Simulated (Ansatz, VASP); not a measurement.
# One calculation of P, two programs

```
P
1.0
     3.28437    0.00000    0.00000
     0.00000   34.87475    0.00000
     0.00000    0.00000    4.43691
P
4
Direct
  0.00000 0.96969 0.58262
  0.00000 0.03031 0.41738
  0.50000 0.03031 0.08262
  0.50000 0.96969 0.91738
```

Alike in both runs: task single point; functional PBEsol; k mesh 10 × 1 × 8; occupations gaussian, width 0.05 eV; no spin polarisation.

|  | VASP | Ansatz |
| --- | --- | --- |
| version | VASP 6.6.1 | Ansatz 0.2.0 |
| potentials or method | VASP PAW PBE potentials, release 64 (P), cutoff 520 eV | scalar-relativistic, plane waves, PAW |
| valence electrons in the cell | 20 | 20 |

VASP gave:

* gap on the k mesh at the Fermi level (eV): 0.72
* least direct gap on the mesh (eV): 0.72
* rms of the force components (eV/Å): 0.011

Task: Estimate Ansatz's values.

Result: gap on the k mesh at the Fermi level (eV): 0.70; least direct gap on the mesh (eV): 0.70; rms of the force components (eV/Å): 0.005.

VASP's potentials were made for PBE, not for PBEsol. Atom by atom the forces differ by 0.013 eV/Å (rms over components).
